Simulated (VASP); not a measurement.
Input of a VASP 6.6.1 run:

File INCAR:

```
  PREC = Accurate
  ENCUT = 520
  EDIFF = 1E-6
  ISMEAR = 0
  SIGMA = 0.1
  LREAL = Auto
  LASPH = True
  NELM = 60
  ALGO = Normal
  ISIF = 2
  LWAVE = False
  LCHARG = True
  GGA = PS
  LELF = True
  LVHAR = True
  NBANDS = 40
```

Contents of KPOINTS:

```
regular mesh
0
Gamma
  6 6 4
```

File POSCAR:

```
Be
1.0
   -4.9856521339      2.4928260670     -2.4928260670
   -2.4928260670     -2.4928260670     -4.9856521339
   -4.9856521339     -2.4928260670      2.4928260670
Be
23
Direct
    0.8541667942      0.6666666488      0.4374999381
    0.4390325360      0.6666666488      0.7399945686
    0.5446193250      0.6666666488      0.3587399305
    0.6648358953      0.6666666488     -0.0281073561
    0.0434974190      0.6666666488      0.9031073326
    0.1637139893      0.6666666488      0.5162600460
    0.2693007783      0.6666666488      0.1350054079
    0.7102315280      0.3188716923      0.8681760949
    0.8312012261      0.3338112291      0.5006874593
    0.9522105713      0.3677109067      0.1304310815
    0.4612246847      0.3243879216      0.6320766903
    0.5893872900      0.3243880553      0.2429234867
    0.0550785519      0.3677107730      0.7445690955
    0.2099875079      0.3338112291      0.3743125172
    0.3458967761      0.3188718261      0.0068237813
    0.7561226493     -0.0343774486      0.7445690955
    0.8771320613     -0.0004779047      0.3743125172
    0.3624365716      0.0144616320      0.8681760949
    0.4983458064     -0.0004779047      0.5006874593
    0.6532548292     -0.0343775823      0.1304310815
    0.1189458572      0.0089454028      0.6320765901
    0.2471086965      0.0089452691      0.2429234867
   -0.0018982137      0.0144616320      0.0068238816
```

Potentials or basis: VASP PAW PBE potentials, release 64 (Be).

Run with:

```bash
$ cat potpaw_PBE.64/Be/POTCAR > POTCAR
$ mpirun -np 1 vasp_std > vasp.out
```

Task: Estimate the pressure.

Result: -1.5 GPa.

Task: Predict the band gap on the k mesh.

Result: Zero (bands 23 and 24 overlap by 2.09 eV).

Forces in eV/Å, atoms in the order of the input:
```
Be   0.000  0.000  0.000
Be   0.010  0.008 -0.008
Be  -0.005  0.005 -0.005
Be  -0.005 -0.009  0.009
Be   0.005  0.009 -0.009
Be   0.005 -0.005  0.005
Be  -0.010 -0.008  0.008
Be   0.013  0.011 -0.001
Be  -0.007 -0.011 -0.011
Be  -0.012 -0.004  0.006
Be   0.001 -0.007  0.000
Be  -0.001  0.000 -0.007
Be   0.012  0.006 -0.004
Be   0.007 -0.011 -0.011
Be  -0.013 -0.001  0.011
Be   0.012  0.004 -0.006
Be   0.007  0.011  0.011
Be   0.013  0.001 -0.011
Be  -0.007  0.011  0.011
Be  -0.012 -0.006  0.004
Be   0.001  0.000  0.007
Be  -0.001  0.007  0.000
Be  -0.013 -0.011  0.001
```

Caveat: the PAW data sets were made with another functional, which shifts forces and pressure a little.
